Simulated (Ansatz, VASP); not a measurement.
TaIn4 in VASP and in Ansatz

```
Ta In
1.0
     6.67978    0.00000    0.00000
     0.00000    6.67978    0.00000
     0.00000    0.00000    5.61967
Ta In
2 8
Direct
  0.00000 0.00000 0.25000
  0.00000 0.00000 0.75000
  0.33994 0.78726 0.50000
  0.21274 0.66006 0.00000
  0.78726 0.33994 0.00000
  0.33994 0.21274 0.00000
  0.78726 0.66006 0.50000
  0.66006 0.21274 0.50000
  0.21274 0.33994 0.50000
  0.66006 0.78726 0.00000
```

Change from the starting cell: species swapped into the NbTe4 type (P4/mcc, No. 124).

Alike in both runs: functional PBE; k mesh 6 × 6 × 6; occupations gaussian, width 0.1 eV; no spin polarisation.

Ansatz relaxed the structure, and its values are those at the end. VASP's run is a single point on that final structure, the one shown.

```csv
,VASP,Ansatz
version,VASP 6.6.1,Ansatz 0.2.0
potentials or method,"VASP PAW PBE potentials, release 64 (Ta_pv, In_d), cutoff 520 eV","scalar-relativistic, plane waves, PAW"
valence electrons in the cell,126,130
```

```tsv
	VASP	Ansatz	Ansatz less VASP
gap on the k mesh at the Fermi level (eV)	none	none	-
pressure (GPa)	-0.4	0.0	+0.37
rms of the force components (eV/Å)	0.007	0.000	-0.0067
```

A gap of «none» marks a metal or a gap that the smearing closes. The functional is the same, so the differences come from potentials, cutoffs and numerics. VASP's potentials hold 126 valence electrons a cell and Ansatz's 130, so a difference there can come from the potentials and not from the codes.

Neither program's run includes spin-orbit coupling.
